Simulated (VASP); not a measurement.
MnBr2:

```
Mn Br
1.0
     3.82589    0.00000    0.00000
    -1.91295    3.31332    0.00000
     0.00000    0.00000    6.17095
Mn Br
1 2
Direct
  0.00000 0.00000 0.00000
  0.33333 0.66667 0.24343
  0.66667 0.33333 0.75657
```

Base run:

```yaml
Program: VASP 6.6.1
Functional: LDA
Potentials_or_basis: VASP PAW LDA potentials, release 64 (Mn_pv, Br)
Cutoff: 520 eV
k_mesh: 8 × 8 × 4
Occupations: gaussian, width 0.05 eV
Spin: collinear spin, ferromagnetic start
Starting_moments: "[0.5, 0.0, 0.0] μB"
Hubbard_terms: Mn d U = 4.9 eV
```

Its results: pressure -6.9 GPa; net moment 2.20 μB per cell; site moments Mn +2.23; Br -0.06 μB; largest force 0.924 eV/Å.

The run is repeated on the same cell with these changes: moments at the start from [0.5, 0.0, 0.0] to [4.98, 0.0, 0.0]. What comes out?

Pressure -0.8 GPa; net moment 5.00 μB per cell; site moments Mn +4.58; Br +0.06 μB; largest force 0.043 eV/Å.

Caveats: the cell stands under tension (at least some runs).
